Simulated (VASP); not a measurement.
# HfN (F-43m) in VASP: a series of runs

Runs on HfN. Level: LDA. Tasks: single point.

Everything below comes from runs of VASP 6.6.1. Logs are shortened: lines on timing, memory, paths and dates and some standing lists are left out, and cuts for length are marked.

### Step 1. The cell of the first run

The structure is cubic, space group F-43m (No. 216). The conventional cell has a = 4.809 Å, b = 4.809 Å, c = 4.809 Å, α = 90.00°, β = 90.00°, γ = 90.00°. Within 2.8 Å of Hf (site symmetry -43m) lie 4 N at 2.08 Å. N (site symmetry -43m) has 4 Hf at 2.08 Å within 2.8 Å.

### Step 2. Single point, LDA

The input, INCAR:

```
SYSTEM = HfN
PREC = Accurate
ENCUT = 520
EDIFF = 1E-6
ISMEAR = 1
SIGMA = 0.1
LREAL = .FALSE.
LASPH = .TRUE.
NELM = 100
ALGO = Normal
ISIF = 2
LWAVE = .FALSE.
LCHARG = .FALSE.
GGA = CA
NBANDS = 14
```

The input, KPOINTS:

```
regular mesh
0
G
  10 10 10
  0 0 0
```

The input, POSCAR:

```
HfN
1.0
    0.0000000000      2.4047075714      2.4047075714
    2.4047075714      0.0000000000      2.4047075714
    2.4047075714      2.4047075714      0.0000000000
Hf N
1 1
Direct
    0.0000000000      0.0000000000      0.0000000000
    0.7500000000      0.7500000000      0.7500000000
```

Potentials or basis: VASP PAW LDA potentials, release 64 (Hf_pv, N).

The run is started by

```console
$ cat potpaw_LDA.64/Hf_pv/POTCAR potpaw_LDA.64/N/POTCAR > POTCAR
$ mpirun -np 1 vasp_std > vasp.out
```

OUTCAR:

```text
SYSTEM = HfN
   PREC = Accurate
   ENCUT = 520
   EDIFF = 1E-6
   ISMEAR = 1
   LREAL = .FALSE.
   LASPH = .TRUE.
   NELM = 100
   ISIF = 2
   GGA = CA

 ion  position               nearest neighbor table
   1  0.000  0.000  0.000-   2 2.08   2 2.08   2 2.08   2 2.08
   2  0.750  0.750  0.750-   1 2.08   1 2.08   1 2.08   1 2.08

  LATTYP: Found a face centered cubic cell.
 ALAT       =     4.8094151428

  Lattice vectors:

 A1 = (   0.0000000000,   2.4047075714,   2.4047075714)
 A2 = (   2.4047075714,   0.0000000000,   2.4047075714)
 A3 = (   2.4047075714,   2.4047075714,   0.0000000000)

Analysis of symmetry for initial positions (statically):
=====================================================================
 Subroutine PRICEL returns:
 Original cell was already a primitive cell.

 Routine SETGRP: Setting up the symmetry group for a
 face centered cubic supercell.

 Subroutine GETGRP returns: Found 24 space group operations
 (whereof 24 operations were pure point group operations)
 out of a pool of 48 trial point group operations.

The static configuration has the point symmetry T_d .

Analysis of symmetry for dynamics (positions and initial velocities):
=====================================================================
 Subroutine PRICEL returns:
 Original cell was already a primitive cell.

 Routine SETGRP: Setting up the symmetry group for a
 face centered cubic supercell.

 Subroutine GETGRP returns: Found 24 space group operations
 (whereof 24 operations were pure point group operations)
 out of a pool of 48 trial point group operations.

The dynamic configuration has the point symmetry T_d .

 Subroutine INISYM returns: Found 24 space group operations
 (whereof 24 operations are pure point group operations),
 and found     1 'primitive' translations

----------------------------------------------------------------------------------------

                                     Primitive cell

  volume of cell :      27.8110

  direct lattice vectors                    reciprocal lattice vectors
     0.000000000  2.404707571  2.404707571    -0.207925490  0.207925490  0.207925490
     2.404707571  0.000000000  2.404707571     0.207925490 -0.207925490  0.207925490
     2.404707571  2.404707571  0.000000000     0.207925490  0.207925490 -0.207925490

  length of vectors
     3.400770061  3.400770061  3.400770061     0.360137513  0.360137513  0.360137513

  position of ions in fractional coordinates (direct lattice)
     0.000000000  0.000000000  0.000000000
     0.750000000  0.750000000  0.750000000

  ion indices of the primitive-cell ions
   primitive index   ion index
                 1           1
                 2           2

----------------------------------------------------------------------------------------

 KPOINTS: regular mesh

Automatic generation of k-mesh.
 Grid dimensions read from file:
 generate k-points for:   10   10   10

 Generating k-lattice:

  Cartesian coordinates                     Fractional coordinates (reciprocal lattice)
    -0.020792549  0.020792549  0.020792549     0.100000000  0.000000000  0.000000000
     0.020792549 -0.020792549  0.020792549     0.000000000  0.100000000  0.000000000
     0.020792549  0.020792549 -0.020792549     0.000000000  0.000000000  0.100000000

  Length of vectors
     0.036013751  0.036013751  0.036013751

  Shift w.r.t. Gamma in fractional coordinates (k-lattice)
     0.000000000  0.000000000  0.000000000

 Subroutine IBZKPT returns following result:
 ===========================================

 Found     47 irreducible k-points:

 Following reciprocal coordinates:
            Coordinates               Weight
  0.000000  0.000000  0.000000      1.000000
  0.100000  0.000000  0.000000      8.000000
  0.200000  0.000000  0.000000      8.000000
  0.300000  0.000000  0.000000      8.000000
  0.400000  0.000000  0.000000      8.000000
  0.500000  0.000000  0.000000      4.000000
[... 16 lines left out ...]
  0.300000  0.300000  0.000000      6.000000
  0.400000  0.300000  0.000000     24.000000
 [... further k-points ...]
   k-points           NKPTS =     47   k-points in BZ     NKDIM =     47   number of bands    NBANDS=     14
   number of dos      NEDOS =    301   number of ions     NIONS =      2
   total plane-waves  NPLWV =  21952
   dimension x,y,z NGX =    28 NGY =   28 NGZ =   28
   dimension x,y,z NGXF=    56 NGYF=   56 NGZF=   56
   ions per type =               1   1
   NGX,Y,Z   is equivalent  to a cutoff of  13.69, 13.69, 13.69 a.u.
   NGXF,Y,Z  is equivalent  to a cutoff of  27.38, 27.38, 27.38 a.u.
 SYSTEM =  HfN
   PREC   = accura    normal or accurate (medium, high low for compatibility)
   ISTART =      0    job   : 0-new  1-cont  2-samecut
   ICHARG =      2    charge: 1-file 2-atom 10-const
   ISPIN  =      1    spin polarized calculation?
   LNONCOLLINEAR =      F non collinear calculations
   LSORBIT =      F    spin-orbit coupling
   LASPH  =      T    aspherical Exc in radial PAW
   ENCUT  =  520.0 eV  38.22 Ry    6.18 a.u.   6.32  6.32  6.32*2*pi/ulx,y,z
   NELM   =    100;   NELMIN=  2; NELMDL= -5     # of ELM steps
   EDIFF  = 0.1E-05   stopping-criterion for ELM
   LREAL  =      F    real-space projection
   EDIFFG = 0.1E-04   stopping-criterion for IOM
   NSW    =      0    number of steps for IOM
   IBRION =     -1    ionic relax: 0-MD 1-quasi-New 2-CG
   NFREE  =      0    steps in history (QN), initial steepest desc. (CG)
   ISIF   =      2    stress and relaxation
   ISYM   =      2    0-nonsym 1-usesym 2-fastsym
   POTIM  = 0.5000    time-step for ionic-motion
   TEBEG  =    0.0;   TEEND  =   0.0 temperature during run
   PSTRESS=    0.0 pullay stress
   NELECT =      15.0000    total number of electrons
   NUPDOWN=      -1.0000    fix difference up-down
   EMIN   =  10.00;   EMAX   =-10.00  energy-range for DOS
   EFERMI =   0.00;   METHOD = LEGACY
   ISMEAR =     1;   SIGMA  =   0.10  broadening in eV -4-tet -1-fermi 0-gaus
   EFERMI_NEDOS =   21; number of points for ismear=-14 and -15
   IALGO  =     38    algorithm
   IMIX   =      4    mixing-type and parameters
     AMIX     =   0.40;   BMIX     =  1.00
     AMIX_MAG =   1.60;   BMIX_MAG =  1.00
  volume/ion in A,a.u.               =      13.91        93.84
  Fermi-wavevector in a.u.,A,eV,Ry     =   1.332600  2.518248 24.161518  1.775821
  Thomas-Fermi vector in A             =   2.461522
   LORBIT       =      0    0 simple, 1 ext, 2 COOP (PROOUT), +10 PAW based schemes
   GGA     = CA    functional components
   LHFCALC =     F    Hartree Fock is set to
   AEXX    =    0.0000 exact exchange contribution
   IVDW    =     0    specifies the selected vdW correction
   LEPSILON=     F    determine dielectric tensor
   LRPA    =     F    only Hartree local field effects (RPA)
 non-spin polarized calculation
 Methfessel and Paxton  Order N= 1 SIGMA  =   0.10
  energy-cutoff  :      520.00
  volume of cell :       27.81
 maximum number of plane-waves:       763
 NGX is ok and might be reduce to    28
   NGX = 13   NGY = 13   NGZ = 13

 number of electron      15.0000001 magnetization

 Free energy of the ion-electron system (eV)
  ---------------------------------------------------
  ext. energy  EPLUGINS =         0.00000000
  ---------------------------------------------------
  free energy    TOTEN  =       -23.06166494 eV

  energy without entropy =      -23.06185357  energy(sigma->0) =      -23.06172782

 E-fermi :   6.0531     XC(G=0): -11.8004

 val. band max:        5.9674881317   @ k =   0.3000   0.2000   0.0000
 cond. band min:       6.0933827298   @ k =   0.4000   0.2000   0.0000
 fundamental gap:      0.1258945981
 Fermi energy:         6.0530578728

 k-point     1 :       0.0000    0.0000    0.0000
  band No.  band energies     occupation
      1     -24.6505      2.00000
      2     -24.6505      2.00000
      3     -24.6505      2.00000
      4     -10.1670      2.00000
      5       0.3188      2.00000
      6       0.3188      2.00000
      7       0.3188      2.00000
      8       5.5932      2.00000
      9       8.3353      0.00000
     10       8.3353      0.00000
     11      13.0105      0.00000
     12      13.0105      0.00000
     13      13.0105      0.00000
     14      17.7524      0.00000

 k-point     2 :       0.1000    0.0000    0.0000
  band No.  band energies     occupation
      1     -24.7132      2.00000
      2     -24.6583      2.00000
      3     -24.6583      2.00000
      4     -10.0278      2.00000
      5       0.1172      2.00000
      6       0.3987      2.00000
      7       0.3987      2.00000
      8       6.1262      0.05953
      9       8.1581      0.00000
     10       8.1581      0.00000
     11      12.7414      0.00000
     12      13.2809      0.00000
     13      13.2809      0.00000
     14      17.7469      0.00000

 k-point     3 :       0.2000    0.0000    0.0000
  band No.  band energies     occupation
      1     -24.8731      2.00000
      2     -24.6788      2.00000
      3     -24.6788      2.00000
      4      -9.6794      2.00000
      5      -0.1779      2.00000
      6       0.5936      2.00000
      7       0.5936      2.00000
      8       7.2619     -0.00000
      9       7.9155     -0.00000
     10       7.9155     -0.00000
     11      12.2415      0.00000
     12      13.5897      0.00000
     13      13.5897      0.00000
     14      16.0853      0.00000

 k-point     4 :       0.3000    0.0000    0.0000
  band No.  band energies     occupation
      1     -25.0627      2.00000
      2     -24.7040      2.00000
      3     -24.7040      2.00000
      4      -9.2880      2.00000
      5      -0.1915      2.00000
      6       0.7970      2.00000
      7       0.7970      2.00000
      8       8.0016     -0.00000
      9       8.0016     -0.00000
     10       8.0513     -0.00000
     11      11.7528      0.00000
     12      13.2144      0.00000
     13      13.2144      0.00000
     14      14.6478      0.00000

 k-point     5 :       0.4000    0.0000    0.0000
  band No.  band energies     occupation
      1     -25.2101      2.00000
      2     -24.7242      2.00000
      3     -24.7242      2.00000
      4      -9.0109      2.00000
      5       0.0845      2.00000
      6       0.9232      2.00000
      7       0.9232      2.00000
      8       7.9650     -0.00000
      9       8.4957      0.00000
     10       8.4957      0.00000
     11      10.9147      0.00000
[... 276 lines left out ...]
 k-point    22 :      -0.2000    0.2000    0.0000
  band No.  band energies     occupation
      1     -25.0407      2.00000
      2     -24.8133      2.00000
      3     -24.7023      2.00000
      4      -9.1311      2.00000
      5      -0.2082      2.00000
      6       0.8157      2.00000
      7       0.9250      2.00000
      8       7.1802     -0.00000
      9       8.0089     -0.00000
     10       8.6044      0.00000
     11      11.8203      0.00000
     12      13.1009      0.00000
     13      13.9124      0.00000
     14      15.5507      0.00000

 k-point    23 :       0.3000    0.3000    0.0000
  band No.  band energies     occupation
      1     -25.0634      2.00000
      2     -24.7872      2.00000
      3     -24.7872      2.00000
      4      -8.9828      2.00000
      5      -1.0217      2.00000
      6       1.5326      2.00000
      7       1.5326      2.00000
      8       5.3097      2.00000
      9       9.4071      0.00000
     10       9.5083      0.00000
     11      12.4512      0.00000
     12      12.4512      0.00000
     13      13.0178      0.00000
     14      17.7351      0.00000

 k-point    24 :       0.4000    0.3000    0.0000
  band No.  band energies     occupation
      1     -25.1460      2.00000
      2     -24.8297      2.00000
      3     -24.8108      2.00000
      4      -8.7519      2.00000
      5      -0.9805      2.00000
      6       1.7327      2.00000
      7       1.8030      2.00000
      8       5.2290      2.00000
      9       8.9802      0.00000
     10       9.7328      0.00000
     11      11.8976      0.00000
     12      12.3521      0.00000
     13      13.5783      0.00000
     14      17.6243      0.00000

 [... further k-points ...]
[... 5 lines left out ...]
  --------------------------------------------------------------------------------------
  -------------------------------------------------------------------------------------
  Total        0.4222570      0.4222570      0.4222570     -0.0000000     -0.0000000      0.0000000
  in kB       24.3259963     24.3259963     24.3259963     -0.0000000     -0.0000000      0.0000000
  external PRESSURE =      24.3259963 kB  Pullay stress =       0.0000000 kB

 VOLUME and BASIS-vectors are now :
 -----------------------------------------------------------------------------
  energy-cutoff  :      520.00
  volume of cell :       27.81
      direct lattice vectors                 reciprocal lattice vectors
     0.000000000  2.404707571  2.404707571    -0.207925490  0.207925490  0.207925490
     2.404707571  0.000000000  2.404707571     0.207925490 -0.207925490  0.207925490
     2.404707571  2.404707571  0.000000000     0.207925490  0.207925490 -0.207925490

 POSITION                                       TOTAL-FORCE (eV/Angst)
 -----------------------------------------------------------------------------------
      0.00000      0.00000      0.00000        -0.000000     -0.000000     -0.000000
      3.60706      3.60706      3.60706         0.000000      0.000000      0.000000
 -----------------------------------------------------------------------------------
    total drift:                                0.000000      0.000000      0.000000

  FREE ENERGIE OF THE ION-ELECTRON SYSTEM (eV)
  ---------------------------------------------------
  free  energy   TOTEN  =       -23.0616649388 eV

  energy  without entropy=      -23.0618535746  energy(sigma->0) =      -23.06172782
```

It took 12 s on 1 thread of Intel Xeon Platinum 8488C (Sapphire Rapids), shared host; peak memory 0.15 GiB.

Results:

* Free energy: -23.0617 eV
* Pressure: 2.4 GPa

Caveat: spin-orbit coupling is left out, which moves the levels of the heavy elements.

### Step 3. Single point, LDA

This run uses another cell than the first one, of 14.20 Å³/atom, 1.021 times its volume.

The input, INCAR:

```
PREC = Accurate ; ENCUT = 520
EDIFF = 1E-6 ; ISMEAR = 1
SIGMA = 0.1 ; LREAL = False
LASPH = True ; NELM = 80
ALGO = Normal ; ISIF = 2
LWAVE = False ; LCHARG = False
NBANDS = 14
```

The input, KPOINTS:

```
Automatic mesh
0
Gamma
  10 10 10
```

The input, POSCAR:

```
HfN
1.0
    0.0000000000      2.4216426897      2.4216426897
    2.4216426897      0.0000000000      2.4216426897
    2.4216426897      2.4216426897      0.0000000000
Hf N
1 1
Direct
    0.0000000000      0.0000000000      0.0000000000
    0.7500000000      0.7500000000      0.7500000000
```

Potentials or basis: VASP PAW LDA potentials, release 64 (Hf_pv, N).

The run is started by

```console
$ cat potpaw_LDA.64/Hf_pv/POTCAR potpaw_LDA.64/N/POTCAR > POTCAR
$ mpirun -np 1 vasp_std > vasp.out
```

Run time: 14 s. Hardware: 1 thread of Intel Xeon Platinum 8488C (Sapphire Rapids), shared host; peak memory 0.15 GiB.

The run converged. Its results:

* Free energy: -23.0624 eV
* Pressure: -2.2 GPa

Levels at points of the mesh, in eV from the Fermi level:
| k point | band 3 | band 4 | band 5 | band 6 | band 7 | band 8 | band 9 | band 10 | band 11 | band 12 |
| --- | --- | --- | --- | --- | --- | --- | --- | --- | --- | --- |
| (0.00, 0.00, 0.00) | -30.77 | -16.11 | -5.63 | -5.63 | -5.63 | -0.51 | 2.23 | 2.23 | 6.82 | 6.82 |
| (0.50, 0.00, 0.00) | -30.85 | -14.90 | -5.74 | -5.01 | -5.01 | 1.63 | 2.78 | 2.78 | 4.41 | 5.47 |
| (0.50, 0.50, 0.00) | -30.97 | -14.49 | -7.12 | -3.60 | -3.60 | -1.11 | 2.24 | 4.14 | 4.85 | 4.85 |

Caveat: spin-orbit coupling is left out, which moves the levels of the heavy elements.

### Step 4. Single point, LDA

This run uses another cell than the first one, of 14.50 Å³/atom, 1.043 times its volume.

The input, INCAR:

```
PREC = Accurate
ENCUT = 520
EDIFF = 1E-7
ISMEAR = 1
SIGMA = 0.1
LREAL = False
LASPH = True
NELM = 100
ALGO = Normal
ISIF = 2
LWAVE = False
LCHARG = True
GGA = CA
LELF = True
LVHAR = True
NBANDS = 14
```

The input, KPOINTS:

```
regular mesh
0
Gamma
  10 10 10
```

The input, POSCAR:

```
HfN
1.0
    0.0000000000      2.4383442016      2.4383442016
    2.4383442016      0.0000000000      2.4383442016
    2.4383442016      2.4383442016      0.0000000000
Hf N
1 1
Direct
    0.0000000000      0.0000000000      0.0000000000
    0.7500000000      0.7500000000      0.7500000000
```

The run is started by

```console
$ cat potpaw_LDA.64/Hf_pv/POTCAR potpaw_LDA.64/N/POTCAR > POTCAR
$ mpirun -np 1 vasp_std > vasp.out
```

Run time: 14 s. Hardware: 1 thread of Intel Xeon Platinum 8488C (Sapphire Rapids), shared host; peak memory 0.15 GiB.

It converged, with:

| Property | Result |
| --- | --- |
| Free energy | -23.0470 eV |
| Pressure | -6.3 GPa |

Levels at points of the mesh, in eV from the Fermi level:
| k point | band 5 | band 6 | band 7 | band 8 | band 9 | band 10 |
| --- | --- | --- | --- | --- | --- | --- |
| (0.00, 0.00, 0.00) | -5.53 | -5.53 | -5.53 | -0.55 | 2.19 | 2.19 |
| (0.50, 0.00, 0.00) | -5.69 | -4.92 | -4.92 | 1.60 | 2.72 | 2.72 |
| (0.50, 0.50, 0.00) | -7.00 | -3.58 | -3.58 | -1.09 | 2.18 | 4.03 |

Caveat: spin-orbit coupling is left out, which moves the levels of the heavy elements.

### Step 5. The runs side by side

| cell | gap on the mesh (eV) | pressure (GPa) |
| --- | --- | --- |
| a = 3.401 Å, angles 60.0°, 2 atoms | none | 2.4 |
| a = 3.425 Å, angles 60.0°, 2 atoms | none | -2.2 |
| a = 3.448 Å, angles 60.0°, 2 atoms | none | -6.3 |

Alike in all rows: task single point; level LDA; potentials or basis VASP PAW LDA potentials, release 64 (Hf_pv, N); no spin polarisation; k mesh 10 × 10 × 10; cutoff (eV) 520; smearing methfessel-paxton 0.1 eV.

Caveats: spin-orbit coupling is left out, which moves the levels of the heavy elements.

Absolute energies hang on the potentials; compare differences alone.
